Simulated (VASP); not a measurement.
# WS2 (P6_3/mmc) in VASP: a series of runs

Runs on WS2. Level: r2SCAN. Tasks: single point.

Program: VASP 6.6.1. These are calculated values, not measurements. Logs are shortened: lines on timing, memory, paths and dates and some standing lists are left out, and cuts for length are marked.

### 1 The cell of the first run

Symmetry: P6_3/mmc, No. 194, hexagonal system. The conventional cell has a = 3.185 Å, b = 3.185 Å, c = 13.427 Å, α = 90.00°, β = 90.00°, γ = 120.00°. Within 3.2 Å of W (site symmetry -6m2) lie 6 S at 2.41 Å and 6 W at 3.18 Å. S (site symmetry 3m) has 3 W at 2.41 Å and 7 S at 3.12 to 3.18 Å within 3.2 Å.

### 2 Single point, r2SCAN (19.66 Å³/atom)

Contents of POSCAR:

```
WS2
1.0
    3.1849973201      0.0000000000      0.0000000000
   -1.5924986601      2.7582885902      0.0000000000
    0.0000000000      0.0000000000     13.4268047894
W S
2 4
Direct
    0.3333333333      0.6666666667      0.2500000000
    0.6666666667      0.3333333333      0.7500000000
    0.3333333333      0.6666666667      0.6338841870
    0.6666666667      0.3333333333      0.1338841870
    0.3333333333      0.6666666667      0.8661158130
    0.6666666667      0.3333333333      0.3661158130
```

Contents of INCAR.step1:

```
SYSTEM = WS2
PREC = Accurate
ENCUT = 520
ISMEAR = 0
SIGMA = 0.02
LREAL = .False.
LASPH = .True.
NELM = 100
NBANDS = 35
GGA = PE
ALGO = Normal
EDIFF = 1E-4
LWAVE = .True.
LCHARG = .False.
```

Contents of INCAR.step2:

```
SYSTEM = WS2
PREC = Accurate
ENCUT = 520
EDIFF = 1E-7
ISMEAR = 0
SIGMA = 0.02
LREAL = .False.
LASPH = .True.
NELM = 100
ALGO = Normal
ISIF = 2
LWAVE = .False.
LCHARG = .False.
METAGGA = R2SCAN
LMIXTAU = .True.
NBANDS = 35
ISTART = 1
```

Contents of KPOINTS:

```
regular mesh
0
Gamma
  12 12 4
  0 0 0
```

Potentials or basis: VASP PAW PBE potentials, release 64 (W_sv, S).

Run with:

```console
cat potpaw_PBE.64/W_sv/POTCAR potpaw_PBE.64/S/POTCAR > POTCAR
cp INCAR.step1 INCAR
mpirun -np 1 vasp_std > vasp.out
cp INCAR.step2 INCAR
mpirun -np 1 vasp_std > vasp.out
```

OUTCAR:

```text
SYSTEM = WS2
   PREC = Accurate
   ENCUT = 520
   EDIFF = 1E-7
   ISMEAR = 0
   LREAL = .False.
   LASPH = .True.
   NELM = 100
   ISIF = 2
   METAGGA = R2SCAN
   ISTART = 1

 ion  position               nearest neighbor table
   1  0.333  0.667  0.250-   4 2.41   6 2.41   4 2.41   6 2.41   4 2.41   6 2.41
   2  0.667  0.333  0.750-   3 2.41   5 2.41   3 2.41   5 2.41   3 2.41   5 2.41
   3  0.333  0.667  0.634-   2 2.41   2 2.41   2 2.41
   4  0.667  0.333  0.134-   1 2.41   1 2.41   1 2.41
   5  0.333  0.667  0.866-   2 2.41   2 2.41   2 2.41
   6  0.667  0.333  0.366-   1 2.41   1 2.41   1 2.41

  LATTYP: Found a hexagonal cell.
 ALAT       =     3.1849973201
 C/A-ratio  =     4.2156408436

  Lattice vectors:

 A1 = (   3.1849973201,   0.0000000000,   0.0000000000)
 A2 = (  -1.5924986601,   2.7582885902,   0.0000000000)
 A3 = (   0.0000000000,   0.0000000000,  13.4268047894)

Analysis of symmetry for initial positions (statically):
=====================================================================
 Subroutine PRICEL returns:
 Original cell was already a primitive cell.

 Routine SETGRP: Setting up the symmetry group for a
 hexagonal supercell.

 Subroutine GETGRP returns: Found 24 space group operations
 (whereof 12 operations were pure point group operations)
 out of a pool of 24 trial point group operations.

The static configuration has the point symmetry D_3d.
 The point group associated with its full space group is D_6h.

Analysis of symmetry for dynamics (positions and initial velocities):
=====================================================================
 Subroutine PRICEL returns:
 Original cell was already a primitive cell.

 Routine SETGRP: Setting up the symmetry group for a
 hexagonal supercell.

 Subroutine GETGRP returns: Found 24 space group operations
 (whereof 12 operations were pure point group operations)
 out of a pool of 24 trial point group operations.

The dynamic configuration has the point symmetry D_3d.
 The point group associated with its full space group is D_6h.

 Subroutine INISYM returns: Found 24 space group operations
 (whereof 12 operations are pure point group operations),
 and found     1 'primitive' translations

----------------------------------------------------------------------------------------

                                     Primitive cell

  volume of cell :     117.9564

  direct lattice vectors                    reciprocal lattice vectors
     3.184997320  0.000000000  0.000000000     0.313972007  0.181271823  0.000000000
    -1.592498660  2.758288590  0.000000000     0.000000000  0.362543645  0.000000000
     0.000000000  0.000000000 13.426804789     0.000000000  0.000000000  0.074477883

  length of vectors
     3.184997320  3.184997320 13.426804789     0.362543645  0.362543645  0.074477883

  position of ions in fractional coordinates (direct lattice)
     0.333333333  0.666666667  0.250000000
     0.666666667  0.333333333  0.750000000
     0.333333333  0.666666667  0.633884187
     0.666666667  0.333333333  0.133884187
     0.333333333  0.666666667  0.866115813
     0.666666667  0.333333333  0.366115813

  ion indices of the primitive-cell ions
   primitive index   ion index
                 1           1
                 2           2
                 3           3
                 4           4
                 5           5
                 6           6

----------------------------------------------------------------------------------------

 KPOINTS: regular mesh

Automatic generation of k-mesh.
 Grid dimensions read from file:
 generate k-points for:   12   12    4

 Generating k-lattice:

  Cartesian coordinates                     Fractional coordinates (reciprocal lattice)
     0.026164334  0.015105985  0.000000000     0.083333333  0.000000000  0.000000000
     0.000000000  0.030211970  0.000000000     0.000000000  0.083333333  0.000000000
     0.000000000  0.000000000  0.018619471     0.000000000  0.000000000  0.250000000

  Length of vectors
     0.030211970  0.030211970  0.018619471

  Shift w.r.t. Gamma in fractional coordinates (k-lattice)
     0.000000000  0.000000000  0.000000000

 Subroutine IBZKPT returns following result:
 ===========================================

 Found     57 irreducible k-points:

 Following reciprocal coordinates:
            Coordinates               Weight
  0.000000  0.000000  0.000000      1.000000
  0.083333  0.000000  0.000000      6.000000
  0.166667  0.000000  0.000000      6.000000
  0.250000  0.000000  0.000000      6.000000
  0.333333 -0.000000  0.000000      6.000000
  0.416667  0.000000  0.000000      6.000000
[... 16 lines left out ...]
  0.250000  0.000000  0.250000     12.000000
  0.333333 -0.000000  0.250000     12.000000
 [... further k-points ...]
   k-points           NKPTS =     57   k-points in BZ     NKDIM =     57   number of bands    NBANDS=     35
   number of dos      NEDOS =    301   number of ions     NIONS =      6
   total plane-waves  NPLWV =  57600
   dimension x,y,z NGX =    24 NGY =   24 NGZ =  100
   dimension x,y,z NGXF=    48 NGYF=   48 NGZF=  200
   ions per type =               2   4
   NGX,Y,Z   is equivalent  to a cutoff of  12.53, 12.53, 12.38 a.u.
   NGXF,Y,Z  is equivalent  to a cutoff of  25.05, 25.05, 24.76 a.u.
 SYSTEM =  WS2
   PREC   = accura    normal or accurate (medium, high low for compatibility)
   ISTART =      1    job   : 0-new  1-cont  2-samecut
   ICHARG =      0    charge: 1-file 2-atom 10-const
   ISPIN  =      1    spin polarized calculation?
   LNONCOLLINEAR =      F non collinear calculations
   LSORBIT =      F    spin-orbit coupling
   LASPH  =      T    aspherical Exc in radial PAW
   ENCUT  =  520.0 eV  38.22 Ry    6.18 a.u.   5.92  5.92 24.96*2*pi/ulx,y,z
   NELM   =    100;   NELMIN=  2; NELMDL=  0     # of ELM steps
   EDIFF  = 0.1E-06   stopping-criterion for ELM
   LREAL  =      F    real-space projection
   EDIFFG = 0.1E-05   stopping-criterion for IOM
   NSW    =      0    number of steps for IOM
   IBRION =     -1    ionic relax: 0-MD 1-quasi-New 2-CG
   NFREE  =      0    steps in history (QN), initial steepest desc. (CG)
   ISIF   =      2    stress and relaxation
   ISYM   =      2    0-nonsym 1-usesym 2-fastsym
   POTIM  = 0.5000    time-step for ionic-motion
   TEBEG  =    0.0;   TEEND  =   0.0 temperature during run
   PSTRESS=    0.0 pullay stress
   NELECT =      52.0000    total number of electrons
   NUPDOWN=      -1.0000    fix difference up-down
   EMIN   =  10.00;   EMAX   =-10.00  energy-range for DOS
   EFERMI =   0.00;   METHOD = LEGACY
   ISMEAR =     0;   SIGMA  =   0.02  broadening in eV -4-tet -1-fermi 0-gaus
   EFERMI_NEDOS =   21; number of points for ismear=-14 and -15
   IALGO  =     38    algorithm
   IMIX   =      4    mixing-type and parameters
     AMIX     =   0.40;   BMIX     =  1.00
     AMIX_MAG =   1.60;   BMIX_MAG =  1.00
  volume/ion in A,a.u.               =      19.66       132.67
  Fermi-wavevector in a.u.,A,eV,Ry     =   1.245954  2.354512 21.121715  1.552402
  Thomas-Fermi vector in A             =   2.380153
   LORBIT       =      0    0 simple, 1 ext, 2 COOP (PROOUT), +10 PAW based schemes
   METAGGA = R2SCAN    functional components
   LHFCALC =     F    Hartree Fock is set to
   AEXX    =    0.0000 exact exchange contribution
   IVDW    =     0    specifies the selected vdW correction
   LEPSILON=     F    determine dielectric tensor
   LRPA    =     F    only Hartree local field effects (RPA)
 non-spin polarized calculation
 Gauss-broadening in eV      SIGMA  =   0.02
  energy-cutoff  :      520.00
  volume of cell :      117.96
 maximum number of plane-waves:      3204
 NGX is ok and might be reduce to    24
   NGX = 11   NGY = 11   NGZ = 49

 number of electron      52.0000000 magnetization

 Free energy of the ion-electron system (eV)
  ---------------------------------------------------
  ext. energy  EPLUGINS =         0.00000000
  ---------------------------------------------------
  free energy    TOTEN  =      -140.16234112 eV

  energy without entropy =     -140.16234112  energy(sigma->0) =     -140.16234112

 E-fermi :   6.0666     XC(G=0): -10.9065

 val. band max:        5.8925957105   @ k =   0.0000   0.0000   0.0000
 cond. band min:       7.3450309372   @ k =   0.3333   0.3333   0.2500
 fundamental gap:      1.4524352267
 Fermi energy:         6.0666378262

 k-point     1 :       0.0000    0.0000    0.0000
  band No.  band energies     occupation
      1     -70.5263      2.00000
      2     -70.5263      2.00000
      3     -34.1110      2.00000
      4     -34.1110      2.00000
      5     -33.9608      2.00000
      6     -33.9608      2.00000
[... 27 lines left out ...]
     34       8.6986      0.00000
     35      11.1526      0.00000

 k-point     2 :       0.0833    0.0000    0.0000
  band No.  band energies     occupation
      1     -70.5251      2.00000
      2     -70.5250      2.00000
      3     -34.1066      2.00000
      4     -34.1066      2.00000
      5     -33.9850      2.00000
      6     -33.9850      2.00000
[... 27 lines left out ...]
     34       8.7422      0.00000
     35      11.6774      0.00000

 k-point     3 :       0.1667    0.0000    0.0000
  band No.  band energies     occupation
      1     -70.5216      2.00000
      2     -70.5216      2.00000
      3     -34.0944      2.00000
      4     -34.0944      2.00000
      5     -34.0507      2.00000
      6     -34.0507      2.00000
[... 27 lines left out ...]
     34       9.2666      0.00000
     35      12.6841      0.00000

 k-point     4 :       0.2500    0.0000    0.0000
  band No.  band energies     occupation
      1     -70.5169      2.00000
      2     -70.5169      2.00000
      3     -34.1394      2.00000
      4     -34.1394      2.00000
      5     -34.0777      2.00000
      6     -34.0777      2.00000
[... 27 lines left out ...]
     34       9.8206      0.00000
     35      13.0694      0.00000

 k-point     5 :       0.3333   -0.0000    0.0000
  band No.  band energies     occupation
      1     -70.5122      2.00000
      2     -70.5122      2.00000
      3     -34.2267      2.00000
      4     -34.2267      2.00000
      5     -34.0610      2.00000
      6     -34.0610      2.00000
[... 638 lines left out ...]
 k-point    22 :       0.1667    0.0000    0.2500
  band No.  band energies     occupation
      1     -70.5216      2.00000
      2     -70.5216      2.00000
      3     -34.0944      2.00000
      4     -34.0944      2.00000
      5     -34.0507      2.00000
      6     -34.0507      2.00000
[... 27 lines left out ...]
     34       9.2602      0.00000
     35      12.7403      0.00000

 k-point    23 :       0.2500    0.0000    0.2500
  band No.  band energies     occupation
      1     -70.5169      2.00000
      2     -70.5169      2.00000
      3     -34.1394      2.00000
      4     -34.1394      2.00000
      5     -34.0777      2.00000
      6     -34.0777      2.00000
[... 27 lines left out ...]
     34       9.8080      0.00000
     35      13.0965      0.00000

 k-point    24 :       0.3333   -0.0000    0.2500
  band No.  band energies     occupation
      1     -70.5122      2.00000
      2     -70.5122      2.00000
      3     -34.2267      2.00000
      4     -34.2267      2.00000
      5     -34.0610      2.00000
      6     -34.0610      2.00000
[... 27 lines left out ...]
     34      10.2128      0.00000
     35      12.4507      0.00000

 [... further k-points ...]

------------------------ aborting loop because EDIFF is reached ----------------------------------------

  FORCE on cell =-STRESS in cart. coord.  units (eV):
  Direction    XX          YY          ZZ          XY          YZ          ZX
  --------------------------------------------------------------------------------------
  -------------------------------------------------------------------------------------
  Total       -0.1382888     -0.1382888     -0.1934058      0.0000000      0.0000000      0.0000000
  in kB       -1.8783490     -1.8783490     -2.6269918      0.0000000      0.0000000      0.0000000
  external PRESSURE =      -2.1278966 kB  Pullay stress =       0.0000000 kB

 VOLUME and BASIS-vectors are now :
 -----------------------------------------------------------------------------
  energy-cutoff  :      520.00
  volume of cell :      117.96
      direct lattice vectors                 reciprocal lattice vectors
     3.184997320  0.000000000  0.000000000     0.313972007  0.181271823  0.000000000
    -1.592498660  2.758288590  0.000000000     0.000000000  0.362543645  0.000000000
     0.000000000  0.000000000 13.426804789     0.000000000  0.000000000  0.074477883

 POSITION                                       TOTAL-FORCE (eV/Angst)
 -----------------------------------------------------------------------------------
     -0.00000      1.83886      3.35670         0.000000      0.000000     -0.000000
      1.59250      0.91943     10.07010        -0.000000      0.000000     -0.000000
     -0.00000      1.83886      8.51104        -0.000000      0.000000     -0.021049
      1.59250      0.91943      1.79764        -0.000000     -0.000000     -0.021049
     -0.00000      1.83886     11.62917        -0.000000      0.000000      0.021049
      1.59250      0.91943      4.91577        -0.000000     -0.000000      0.021049
 -----------------------------------------------------------------------------------
    total drift:                               -0.000000      0.000000     -0.000000

  FREE ENERGIE OF THE ION-ELECTRON SYSTEM (eV)
  ---------------------------------------------------
  free  energy   TOTEN  =      -140.1623411245 eV

  energy  without entropy=     -140.1623411245  energy(sigma->0) =     -140.16234112
```

Wall time 10 min (1 thread of Intel Xeon 8259CL, shared host); peak memory 0.36 GiB.

Results:

| Property | Result |
| --- | --- |
| Free energy | -140.1623 eV |
| Pressure | -0.2 GPa |
| Largest force | 0.021 eV/Å |
| Band gap on the k mesh | 1.45 eV (least direct gap 1.88 eV) |

Forces on the atoms (eV/Å):
```
W    0.000  0.000  0.000
W    0.000  0.000  0.000
S    0.000  0.000 -0.021
S    0.000  0.000 -0.021
S    0.000  0.000  0.021
S    0.000  0.000  0.021
```

Levels at points of the mesh, in eV from the valence-band top:
| k point | band 23 | band 24 | band 25 | band 26 | band 27 | band 28 | band 29 | band 30 |
| --- | --- | --- | --- | --- | --- | --- | --- | --- |
| (0.00, 0.00, 0.00) | -2.22 | -1.97 | -0.79 | 0.00 | 2.62 | 2.62 | 2.62 | 2.62 |
| (0.50, 0.00, 0.00) | -1.91 | -1.85 | -1.47 | -1.40 | 2.53 | 2.55 | 2.94 | 3.06 |
| (0.00, 0.00, 0.50) | -2.23 | -2.23 | -0.29 | -0.29 | 2.62 | 2.62 | 2.62 | 2.62 |
| (0.50, 0.00, 0.50) | -1.88 | -1.88 | -1.43 | -1.43 | 2.54 | 2.54 | 3.01 | 3.01 |

Caveat: the PAW data sets were made with another functional, which shifts forces and pressure a little; spin-orbit coupling is left out, which moves the levels of the heavy elements. A k mesh can miss the band edges.

(Part 1 of 2 ends here.)
